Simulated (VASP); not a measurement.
# NaH (P6_3/mmc) in VASP: notebook

The runs below take NaH through single point, with PBE, LDA.

Everything below comes from runs of VASP 6.6.1. Logs are shortened: lines on timing, memory, paths and dates and some standing lists are left out, and cuts for length are marked.

### Step 1. The cell of the first run

It takes space group P6_3/mmc (No. 194, hexagonal). The conventional cell has a = 3.953 Å, b = 3.953 Å, c = 4.828 Å, α = 90.00°, β = 90.00°, γ = 120.00°. Na (site symmetry -6m2) has 5 H at 2.28 to 2.41 Å within 3.0 Å. Within 3.0 Å of H (site symmetry -6m2) lie 5 Na at 2.28 to 2.41 Å.

### Step 2. Single point, PBE

The input, INCAR:

```
ALGO = Normal
EDIFF = 1E-7
ENCUT = 520
GGA = PE
ISIF = 2
ISMEAR = 0
LASPH = T
LCHARG = T
LELF = T
LREAL = F
LVHAR = T
LWAVE = F
NBANDS = 16
NELM = 100
PREC = Accurate
SIGMA = 0.01
```

The input, KPOINTS:

```
k-points
0
Gamma
  6 6 4
```

The input, POSCAR:

```
NaH
1.0
    3.9533072841      0.0000000000      0.0000000000
   -1.9766536420      3.4236645370      0.0000000000
    0.0000000000      0.0000000000      4.8283237770
Na H
2 2
Direct
    0.3333333333      0.6666666667      0.2500000000
    0.6666666667      0.3333333333      0.7500000000
    0.6666666667      0.3333333333      0.2500000000
    0.3333333333      0.6666666667      0.7500000000
```

Potentials or basis: VASP PAW PBE potentials, release 64 (Na_pv, H).

Command:

```sh
$ cat potpaw_PBE.64/Na_pv/POTCAR potpaw_PBE.64/H/POTCAR > POTCAR
$ mpirun -np 1 vasp_std > vasp.out
```

OUTCAR:

```text
EDIFF = 1E-7
   ENCUT = 520
   GGA = PE
   ISIF = 2
   ISMEAR = 0
   LASPH = T
   LREAL = F
   NELM = 100
   PREC = Accurate

 ion  position               nearest neighbor table
   1  0.333  0.667  0.250-
   2  0.667  0.333  0.750-
   3  0.667  0.333  0.250-
   4  0.333  0.667  0.750-

  LATTYP: Found a hexagonal cell.
 ALAT       =     3.9533072841
 C/A-ratio  =     1.2213378394

  Lattice vectors:

 A1 = (   3.9533072841,   0.0000000000,   0.0000000000)
 A2 = (  -1.9766536420,   3.4236645370,   0.0000000000)
 A3 = (   0.0000000000,   0.0000000000,   4.8283237770)

Analysis of symmetry for initial positions (statically):
=====================================================================
 Subroutine PRICEL returns:
 Original cell was already a primitive cell.

 Routine SETGRP: Setting up the symmetry group for a
 hexagonal supercell.

 Subroutine GETGRP returns: Found 24 space group operations
 (whereof 12 operations were pure point group operations)
 out of a pool of 24 trial point group operations.

The static configuration has the point symmetry D_3d.
 The point group associated with its full space group is D_6h.

Analysis of symmetry for dynamics (positions and initial velocities):
=====================================================================
 Subroutine PRICEL returns:
 Original cell was already a primitive cell.

 Routine SETGRP: Setting up the symmetry group for a
 hexagonal supercell.

 Subroutine GETGRP returns: Found 24 space group operations
 (whereof 12 operations were pure point group operations)
 out of a pool of 24 trial point group operations.

The dynamic configuration has the point symmetry D_3d.
 The point group associated with its full space group is D_6h.

 Subroutine INISYM returns: Found 24 space group operations
 (whereof 12 operations are pure point group operations),
 and found     1 'primitive' translations

----------------------------------------------------------------------------------------

                                     Primitive cell

  volume of cell :      65.3504

[... 84 lines left out ...]
   LSORBIT =      F    spin-orbit coupling
   LASPH  =      T    aspherical Exc in radial PAW
   ENCUT  =  520.0 eV  38.22 Ry    6.18 a.u.   7.35  7.35  8.98*2*pi/ulx,y,z
   NELM   =    100;   NELMIN=  2; NELMDL= -5     # of ELM steps
   EDIFF  = 0.1E-06   stopping-criterion for ELM
   LREAL  =      F    real-space projection
   EDIFFG = 0.1E-05   stopping-criterion for IOM
   NSW    =      0    number of steps for IOM
   IBRION =     -1    ionic relax: 0-MD 1-quasi-New 2-CG
   NFREE  =      0    steps in history (QN), initial steepest desc. (CG)
   ISIF   =      2    stress and relaxation
   ISYM   =      2    0-nonsym 1-usesym 2-fastsym
   POTIM  = 0.5000    time-step for ionic-motion
   TEBEG  =    0.0;   TEEND  =   0.0 temperature during run
   PSTRESS=    0.0 pullay stress
   NELECT =      16.0000    total number of electrons
   NUPDOWN=      -1.0000    fix difference up-down
   EMIN   =  10.00;   EMAX   =-10.00  energy-range for DOS
   EFERMI =   0.00;   METHOD = LEGACY
   ISMEAR =     0;   SIGMA  =   0.01  broadening in eV -4-tet -1-fermi 0-gaus
   EFERMI_NEDOS =   21; number of points for ismear=-14 and -15
   IALGO  =     38    algorithm
   IMIX   =      4    mixing-type and parameters
     AMIX     =   0.40;   BMIX     =  1.00
     AMIX_MAG =   1.60;   BMIX_MAG =  1.00
  volume/ion in A,a.u.               =      16.34       110.25
  Fermi-wavevector in a.u.,A,eV,Ry     =   1.024154  1.935371 14.271045  1.048892
  Thomas-Fermi vector in A             =   2.157926
   LORBIT       =      0    0 simple, 1 ext, 2 COOP (PROOUT), +10 PAW based schemes
   GGA     = PE    functional components
   LHFCALC =     F    Hartree Fock is set to
   AEXX    =    0.0000 exact exchange contribution
   IVDW    =     0    specifies the selected vdW correction
   LEPSILON=     F    determine dielectric tensor
   LRPA    =     F    only Hartree local field effects (RPA)
 non-spin polarized calculation
 Gauss-broadening in eV      SIGMA  =   0.01
  energy-cutoff  :      520.00
  volume of cell :       65.35
 maximum number of plane-waves:      1794
 NGX is ok and might be reduce to    30
   NGX = 15   NGY = 15   NGZ = 17

 number of electron      16.0000017 magnetization

 Free energy of the ion-electron system (eV)
  ---------------------------------------------------
  ext. energy  EPLUGINS =         0.00000000
  ---------------------------------------------------
  free energy    TOTEN  =       -10.07301509 eV

  energy without entropy =      -10.07301509  energy(sigma->0) =      -10.07301509

 E-fermi :  -1.3341     XC(G=0):  -7.1038

 val. band max:       -1.4236232727   @ k =   0.1667   0.0000   0.0000
 cond. band min:       1.9054770516   @ k =   0.3333   0.3333   0.0000
 fundamental gap:      3.3291003243
 Fermi energy:        -1.3341165706

 k-point     1 :       0.0000    0.0000    0.0000
  band No.  band energies     occupation
      1     -23.7229      2.00000
      2     -23.6843      2.00000
      3     -23.6843      2.00000
      4     -23.6561      2.00000
      5     -23.6561      2.00000
      6     -23.6363      2.00000
[... 376 lines left out ...]
      3     -23.6814      2.00000
      4     -23.6814      2.00000
      5     -23.6442      2.00000
      6     -23.6442      2.00000
[... 8 lines left out ...]
     15      13.1660      0.00000
     16      13.1660      0.00000

------------------------ aborting loop because EDIFF is reached ----------------------------------------

  FORCE on cell =-STRESS in cart. coord.  units (eV):
  Direction    XX          YY          ZZ          XY          YZ          ZX
  --------------------------------------------------------------------------------------
  -------------------------------------------------------------------------------------
  Total        0.1264909      0.1264909      0.1708479      0.0000000     -0.0000000      0.0000000
  in kB        3.1011433      3.1011433      4.1886314      0.0000000     -0.0000000      0.0000000
  external PRESSURE =       3.4636394 kB  Pullay stress =       0.0000000 kB

 VOLUME and BASIS-vectors are now :
 -----------------------------------------------------------------------------
  energy-cutoff  :      520.00
  volume of cell :       65.35
      direct lattice vectors                 reciprocal lattice vectors
     3.953307284  0.000000000  0.000000000     0.252952763  0.146042346  0.000000000
    -1.976653642  3.423664537  0.000000000     0.000000000  0.292084691  0.000000000
     0.000000000  0.000000000  4.828323777     0.000000000  0.000000000  0.207111214

 POSITION                                       TOTAL-FORCE (eV/Angst)
 -----------------------------------------------------------------------------------
     -0.00000      2.28244      1.20708        -0.000000     -0.000000      0.000000
      1.97665      1.14122      3.62124        -0.000000      0.000000      0.000000
      1.97665      1.14122      1.20708         0.000000     -0.000000      0.000000
     -0.00000      2.28244      3.62124         0.000000      0.000000      0.000000
 -----------------------------------------------------------------------------------
    total drift:                               -0.000000      0.000000      0.000000

  FREE ENERGIE OF THE ION-ELECTRON SYSTEM (eV)
  ---------------------------------------------------
  free  energy   TOTEN  =       -10.0730150893 eV

  energy  without entropy=      -10.0730150893  energy(sigma->0) =      -10.07301509
```

stdout:

```text
POSCAR found type information on POSCAR NaH
 POSCAR found :  2 types and       4 ions
 scaLAPACK will be used
 LDA part: xc-table for (Slater+PW92), standard interpolation
 POSCAR, INCAR and KPOINTS ok, starting setup
 FFT: planning ... GRIDC
 FFT: planning ... GRID_SOFT
 FFT: planning ... GRID
 WAVECAR not read
 entering main loop
```

Wall time 38 s (1 thread of AMD EPYC 7R13, shared host); peak memory 0.14 GiB.

Results:

* Free energy: -10.0730 eV
* Pressure: 0.3 GPa
* Band gap on the k mesh: 3.33 eV (least direct gap 4.24 eV)

### Step 3. Single point, PBE

The input, INCAR:

```
SYSTEM = NaH
ALGO = Normal ; EDIFF = 1E-6
ENCUT = 520 ; GGA = PE
ISIF = 2 ; ISMEAR = 0
LASPH = .TRUE. ; LCHARG = .TRUE.
LELF = .TRUE. ; LREAL = .FALSE.
LVHAR = .TRUE. ; LWAVE = .FALSE.
NBANDS = 16 ; NELM = 80
PREC = Accurate ; SIGMA = 0.01
```

The input, KPOINTS:

```
k-points
0
G
  6 6 4
  0 0 0
```

POSCAR is that of step 2.

Potentials or basis: VASP PAW PBE potentials, release 64 (Na_pv, H).

Command:

```sh
$ cat potpaw_PBE.64/Na_pv/POTCAR potpaw_PBE.64/H/POTCAR > POTCAR
$ mpirun -np 1 vasp_std > vasp.out
```

Wall time 30 s (1 thread of AMD EPYC 7R13, shared host); peak memory 0.14 GiB.

Results (log left out):

```yaml
Free_energy: -10.0730 eV
Pressure: 0.3 GPa
Band_gap_on_the_k_mesh: 3.33 eV (least direct gap 4.24 eV)
```

Stress tensor (GPa, compression positive):
```
0.31 0.00 0.00
0.00 0.31 0.00
0.00 0.00 0.42
```

Levels at points of the mesh, in eV from the valence-band top:
```
           k point  band 4  band 5  band 6  band 7  band 8  band 9  band 10  band 11  band 12  band 13
(0.00, 0.00, 0.00)  -22.23  -22.23  -22.21   -3.34   -0.02    4.91     7.97    10.30    10.30    10.65
(0.50, 0.00, 0.00)  -22.25  -22.24  -22.23   -1.51   -0.61    3.87     7.55     7.61     7.84     7.93
(0.00, 0.00, 0.50)  -22.25  -22.25  -22.25   -2.02   -2.02    6.94     6.94    11.07    11.07    11.07
(0.50, 0.00, 0.50)  -22.25  -22.22  -22.22   -0.82   -0.82    3.96     3.96     8.52     8.52     9.20
```

A k mesh can miss the band edges.

### Step 4. Single point, LDA

This run uses another cell than the first one, of 15.26 Å³/atom.

The input, INCAR:

```
  ALGO = Normal
  EDIFF = 1E-6
  ENCUT = 520
  ISIF = 2
  ISMEAR = -1
  LASPH = T
  LCHARG = F
  LREAL = F
  LWAVE = F
  NBANDS = 16
  NELM = 80
  PREC = Accurate
  SIGMA = 0.02
```

The input, KPOINTS:

```
k-points
0
Gamma
  6 6 6
```

The input, POSCAR:

```
NaH
1.0
    3.8630752062      0.0000000000      0.0000000000
   -1.9315376031      3.3455212653      0.0000000000
    0.0000000000      0.0000000000      4.7239957806
Na H
2 2
Direct
    0.3333333333      0.6666666667      0.2500000000
    0.6666666667      0.3333333333      0.7500000000
    0.6666666667      0.3333333333      0.2500000000
    0.3333333333      0.6666666667      0.7500000000
```

Potentials or basis: VASP PAW LDA potentials, release 64 (Na_pv, H).

Command:

```sh
$ cat potpaw_LDA.64/Na_pv/POTCAR potpaw_LDA.64/H/POTCAR > POTCAR
$ mpirun -np 1 vasp_std > vasp.out
```

OUTCAR:

```text
EDIFF = 1E-6
   ENCUT = 520
   ISIF = 2
   ISMEAR = -1
   LASPH = T
   LREAL = F
   NELM = 80
   PREC = Accurate

 ion  position               nearest neighbor table
   1  0.333  0.667  0.250-
   2  0.667  0.333  0.750-
   3  0.667  0.333  0.250-
   4  0.333  0.667  0.750-

  LATTYP: Found a hexagonal cell.
 ALAT       =     3.8630752062
 C/A-ratio  =     1.2228588698

  Lattice vectors:

 A1 = (   3.8630752062,   0.0000000000,   0.0000000000)
 A2 = (  -1.9315376031,   3.3455212653,   0.0000000000)
 A3 = (   0.0000000000,   0.0000000000,   4.7239957806)

Analysis of symmetry for initial positions (statically):
=====================================================================
 Subroutine PRICEL returns:
 Original cell was already a primitive cell.

 Routine SETGRP: Setting up the symmetry group for a
 hexagonal supercell.

 Subroutine GETGRP returns: Found 24 space group operations
 (whereof 12 operations were pure point group operations)
 out of a pool of 24 trial point group operations.

The static configuration has the point symmetry D_3d.
 The point group associated with its full space group is D_6h.

Analysis of symmetry for dynamics (positions and initial velocities):
=====================================================================
 Subroutine PRICEL returns:
 Original cell was already a primitive cell.

 Routine SETGRP: Setting up the symmetry group for a
 hexagonal supercell.

 Subroutine GETGRP returns: Found 24 space group operations
 (whereof 12 operations were pure point group operations)
 out of a pool of 24 trial point group operations.
[... 119 lines left out ...]
   EMIN   =  10.00;   EMAX   =-10.00  energy-range for DOS
   EFERMI =   0.00;   METHOD = LEGACY
   ISMEAR =    -1;   SIGMA  =   0.02  broadening in eV -4-tet -1-fermi 0-gaus
   EFERMI_NEDOS =   21; number of points for ismear=-14 and -15
   IALGO  =     38    algorithm
   IMIX   =      4    mixing-type and parameters
     AMIX     =   0.40;   BMIX     =  1.00
     AMIX_MAG =   1.60;   BMIX_MAG =  1.00
  volume/ion in A,a.u.               =      15.26       103.00
  Fermi-wavevector in a.u.,A,eV,Ry     =   1.047641  1.979755 14.933110  1.097553
  Thomas-Fermi vector in A             =   2.182530
   LORBIT       =      0    0 simple, 1 ext, 2 COOP (PROOUT), +10 PAW based schemes
   GGA     = CA    functional components
   LHFCALC =     F    Hartree Fock is set to
   AEXX    =    0.0000 exact exchange contribution
   IVDW    =     0    specifies the selected vdW correction
   LEPSILON=     F    determine dielectric tensor
   LRPA    =     F    only Hartree local field effects (RPA)
 non-spin polarized calculation
  energy-cutoff  :      520.00
  volume of cell :       61.05
 maximum number of plane-waves:      1680
 NGX is ok and might be reduce to    30
   NGX = 15   NGY = 15   NGZ = 17

 number of electron      15.9999999 magnetization

 Free energy of the ion-electron system (eV)
  ---------------------------------------------------
  ext. energy  EPLUGINS =         0.00000000
  ---------------------------------------------------
  free energy    TOTEN  =       -10.64373278 eV

  energy without entropy =      -10.64373278  energy(sigma->0) =      -10.64373278

 E-fermi :  -0.8140     XC(G=0):  -7.8103

 val. band max:       -1.3369812829   @ k =   0.1667   0.0000   0.0000
 cond. band min:       1.6563506190   @ k =   0.3333   0.3333   0.0000
 fundamental gap:      2.9933319019
 Fermi energy:        -0.8139860935

 k-point     1 :       0.0000    0.0000    0.0000
  band No.  band energies     occupation
      1     -23.6325      2.00000
      2     -23.5807      2.00000
      3     -23.5807      2.00000
      4     -23.5445      2.00000
      5     -23.5445      2.00000
      6     -23.5196      2.00000
[... 433 lines left out ...]
      3     -23.5667      2.00000
      4     -23.5667      2.00000
      5     -23.5386      2.00000
      6     -23.5386      2.00000
[... 8 lines left out ...]
     15      12.1945      0.00000
     16      12.1945      0.00000

 [... further k-points ...]

------------------------ aborting loop because EDIFF is reached ----------------------------------------

  FORCE on cell =-STRESS in cart. coord.  units (eV):
  Direction    XX          YY          ZZ          XY          YZ          ZX
  --------------------------------------------------------------------------------------
  -------------------------------------------------------------------------------------
  Total       -0.0128805     -0.0128805     -0.0117217      0.0000000     -0.0000000      0.0000000
  in kB       -0.3380146     -0.3380146     -0.3076065      0.0000000     -0.0000000      0.0000000
  external PRESSURE =      -0.3278786 kB  Pullay stress =       0.0000000 kB

 VOLUME and BASIS-vectors are now :
 -----------------------------------------------------------------------------
  energy-cutoff  :      520.00
  volume of cell :       61.05
      direct lattice vectors                 reciprocal lattice vectors
     3.863075206  0.000000000  0.000000000     0.258861127  0.149453541  0.000000000
    -1.931537603  3.345521265  0.000000000     0.000000000  0.298907082  0.000000000
     0.000000000  0.000000000  4.723995781     0.000000000  0.000000000  0.211685202

 POSITION                                       TOTAL-FORCE (eV/Angst)
 -----------------------------------------------------------------------------------
     -0.00000      2.23035      1.18100        -0.000000     -0.000000      0.000000
      1.93154      1.11517      3.54300         0.000000      0.000000      0.000000
      1.93154      1.11517      1.18100        -0.000000      0.000000      0.000000
     -0.00000      2.23035      3.54300         0.000000      0.000000      0.000000
 -----------------------------------------------------------------------------------
    total drift:                               -0.000000      0.000000      0.000000

  FREE ENERGIE OF THE ION-ELECTRON SYSTEM (eV)
  ---------------------------------------------------
  free  energy   TOTEN  =       -10.6437327759 eV

  energy  without entropy=      -10.6437327759  energy(sigma->0) =      -10.64373278
```

stdout:

```text
POSCAR found type information on POSCAR NaH
 POSCAR found :  2 types and       4 ions
 scaLAPACK will be used
 LDA part: xc-table for (Slater(with rela. corr.)+CA(PZ))
 , standard interpolation
 POSCAR, INCAR and KPOINTS ok, starting setup
 FFT: planning ... GRIDC
 FFT: planning ... GRID_SOFT
 FFT: planning ... GRID
 WAVECAR not read
 entering main loop
```

Run time: 31 s. Hardware: 1 thread of AMD EPYC 7R13, shared host; peak memory 0.13 GiB.

What came out:

```
Free energy            : -10.6437 eV
Pressure               : 0.0 GPa
Band gap on the k mesh : 2.99 eV (least direct gap 4.00 eV)
```

Levels at points of the mesh, in eV from the valence-band top:
```csv
k point,band 5,band 6,band 7,band 8,band 9,band 10,band 11,band 12
"(0.00, 0.00, 0.00)",-22.21,-22.18,-3.70,-0.02,4.68,8.16,10.35,10.35
"(0.50, 0.00, 0.00)",-22.22,-22.21,-1.67,-0.71,3.66,7.44,7.64,7.75
"(0.00, 0.00, 0.50)",-22.23,-22.23,-2.27,-2.27,7.07,7.07,11.10,11.10
"(0.50, 0.00, 0.50)",-22.20,-22.20,-0.90,-0.90,3.68,3.68,8.53,8.53
```

A k mesh can miss the band edges.
